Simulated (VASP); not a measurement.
A run of VASP 6.6.1 is set up as follows.

The input INCAR:

```
PREC = Accurate ; ENCUT = 520
EDIFF = 1E-6 ; ISMEAR = 0
SIGMA = 0.01 ; LREAL = F
LASPH = T ; NELM = 100
ALGO = Normal ; ISIF = 2
LWAVE = F ; LCHARG = T
GGA = PE ; IVDW = 13
LELF = T ; LVHAR = T
NBANDS = 16
```

The input KPOINTS:

```
regular mesh
0
Gamma
  8 8 8
```

Contents of POSCAR:

```
AlRu
1.0
    2.8668023289      0.0000000000      0.0000000000
    0.0000000000      2.8668023289      0.0000000000
    0.0000000000      0.0000000000      2.8668023289
Al Ru
1 1
Direct
    0.0000000000      0.0000000000      0.0000000000
    0.5000000000      0.5000000000      0.5000000000
```

Potentials or basis: VASP PAW PBE potentials, release 64 (Al, Ru_pv).

Launch:

```console
$ cat potpaw_PBE.64/Al/POTCAR potpaw_PBE.64/Ru_pv/POTCAR > POTCAR
$ mpirun -np 1 vasp_std > vasp.out
```

(1) Estimate the dispersion energy per atom.

(2) What does it give for the pressure?

## Answers

(1) -0.535 eV.

(2) 32.3 GPa.

Caveat: pairwise dispersion overbinds metals, which lowers pressure and volume.
